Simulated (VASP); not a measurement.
Wanted: the native input for a VASP 6.6.1 run.

```
Task                               : single point
Functional                         : HSE06
Potentials or basis                : VASP PAW PBE potentials, release 64 (C)
Cutoff                             : 520 eV
k mesh                             : 8 × 8 × 8
Occupations                        : gaussian, width 0.01 eV
Spin                               : no spin polarisation
Dipole correction                  : no
Grid for exact exchange (PRECFOCK) : Normal
Further INCAR settings             : ALGO = Normal; EDIFF = 1e-06; NBANDS = 11
Share of exact exchange            : 0.25
Screening parameter                : 0.2079 1/Å
```

Crystal: C.

```
C
1.0
     0.00000    1.78012    1.70928
     1.78012    0.00000    1.70928
     1.78012    1.78012    0.00000
C
2
Direct
  0.00000 0.00000 0.00000
  0.25000 0.25000 0.25000
```

This cell differs from its parent crystal: uniaxial z strain -4.0%.

These files were run (other wordings do the same):

POSCAR

```
C
1.0
    0.0000000000      1.7801241426      1.7092752017
    1.7801241426      0.0000000000      1.7092752017
    1.7801241426      1.7801241426      0.0000000000
C
2
Direct
    0.0000000000      0.0000000000      0.0000000000
    0.2500000000      0.2500000000      0.2500000000
```

INCAR.step1

```
SYSTEM = C
ALGO = Normal
EDIFF = 1E-5
ENCUT = 520
GGA = PE
ISIF = 2
ISMEAR = 0
LASPH = .TRUE.
LCHARG = .FALSE.
LREAL = .FALSE.
LWAVE = .TRUE.
NBANDS = 11
NELM = 100
PREC = Accurate
SIGMA = 0.01
```

INCAR.step2

```
SYSTEM = C
ALGO = Normal
EDIFF = 1E-6
ENCUT = 520
GGA = PE
HFSCREEN = 0.2079
ISIF = 2
ISMEAR = 0
ISTART = 1
LASPH = .TRUE.
LCHARG = .FALSE.
LHFCALC = .TRUE.
LREAL = .FALSE.
LWAVE = .FALSE.
NBANDS = 11
NELM = 100
PREC = Accurate
PRECFOCK = Normal
SIGMA = 0.01
```

KPOINTS

```
k-points
0
G
  8 8 8
  0 0 0
```

Potentials or basis: VASP PAW PBE potentials, release 64 (C).

Command:

```bash
$ cat potpaw_PBE.64/C/POTCAR > POTCAR
$ cp INCAR.step1 INCAR
$ mpirun -np 1 vasp_std > vasp.out
$ cp INCAR.step2 INCAR
$ mpirun -np 1 vasp_std > vasp.out
```

Results of the run:

```json
{"Pressure": "15.0 GPa", "Band gap on the k mesh": "4.28 eV (least direct gap 6.35 eV)"}
```

Caveat: the cell differs from its parent crystal (uniaxial z strain -4.0%); the stress differs along the axes, from 2 to 42 GPa; the PAW data sets were made with another functional, which shifts forces and pressure a little.

Wall time 42 min on 1 thread of Intel Xeon 8259CL (shared host), peak memory 0.22 GiB.
